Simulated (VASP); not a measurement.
HfB2: single point with PBE

HfB2:

```
Hf B
1.0
     3.14000    0.00000    0.00000
    -1.57000    2.71932    0.00000
     0.00000    0.00000    3.48000
Hf B
1 2
Cartesian
  0.0000 0.0000 0.0000
  0.0000 1.8129 1.7400
  1.5700 0.9064 1.7400
```

```json
{"Program": "VASP 6.6.1", "Task": "single point", "Functional": "PBE", "Potentials or basis": "VASP PAW PBE potentials, release 64 (Hf_pv, B)", "Cutoff": "520 eV", "k mesh": "12 × 12 × 10", "Occupations": "fermi-dirac, width 0.15 eV", "Spin": "no spin polarisation", "Dipole correction": "no", "Further INCAR settings": "ALGO = Normal; EDIFF = 1e-07; NBANDS = 15"}
```

| Quantity | Value |
| --- | --- |
| Pressure | 1.0 GPa |
| Band gap on the k mesh | zero (band 8 reaches 8.40 eV, above the bottom of band 9 at 7.09 eV) |

Stress tensor (GPa, compression positive):
```
0.96 0.00 0.00
0.00 0.96 0.00
0.00 0.00 1.15
```

Levels at points of the mesh, in eV from the Fermi level:
```csv
k point,band 4,band 5,band 6,band 7,band 8,band 9,band 10,band 11,band 12,band 13
"(0.00, 0.00, 0.00)",-13.80,-3.05,-2.94,-2.94,-2.82,3.98,3.98,4.62,4.62,4.95
"(0.50, 0.00, 0.00)",-9.82,-9.10,-4.17,-3.48,-2.91,2.07,2.69,5.53,5.68,6.26
"(0.00, 0.00, 0.50)",-11.39,-8.41,-1.24,-1.24,0.28,0.28,0.96,0.96,2.19,5.04
"(0.50, 0.00, 0.50)",-10.38,-7.55,-5.01,-4.75,-2.71,3.96,4.11,6.21,7.15,7.31
```

It took 55 s on 1 thread of Intel Xeon 6975P-C, on a shared host, peak memory 0.18 GiB.

Caveat: spin-orbit coupling is left out, which moves the levels of the heavy elements.
